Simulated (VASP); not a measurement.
A run of VASP 6.6.1 is set up as follows.

The input INCAR:

```
ALGO = Normal ; EDIFF = 1E-6
ENCUT = 500 ; GGA = PE
GGA_COMPAT = False ; ISIF = 2
ISMEAR = 0 ; LASPH = True
LCHARG = False ; LREAL = False
LWAVE = False ; NBANDS = 12
NELM = 120 ; PREC = Accurate
SIGMA = 0.1
```

The input KPOINTS:

```
k-points
0
Gamma
  6 6 6
```

Contents of POSCAR:

```
As
1.0
    1.9058510114      1.1003435945      3.3179136451
   -1.9058510114      1.1003435945      3.3179136451
    0.0000000000     -2.2006871889      3.3179136451
As
2
Direct
    0.2336400000      0.2336400000      0.2336400000
    0.7663600000      0.7663600000      0.7663600000
```

Potentials or basis: VASP PAW PBE potentials, release 64 (As).

Launch:

```console
$ cat potpaw_PBE.64/As/POTCAR > POTCAR
$ mpirun -np 1 vasp_std > vasp.out
```

**Question.** What does it give for the pressure?

**Answer.** 2.1 GPa.

**Question.** What does it give for the band gap on the k mesh?

**Answer.** Zero (band 5 reaches 5.77 eV, above the bottom of band 6 at 5.47 eV).

**Question.** Estimate the largest force.

**Answer.** 0.525 eV/Å.

Stress tensor (GPa, compression positive):
```
1.90 0.00 0.00
0.00 1.90 0.00
0.00 0.00 2.56
```
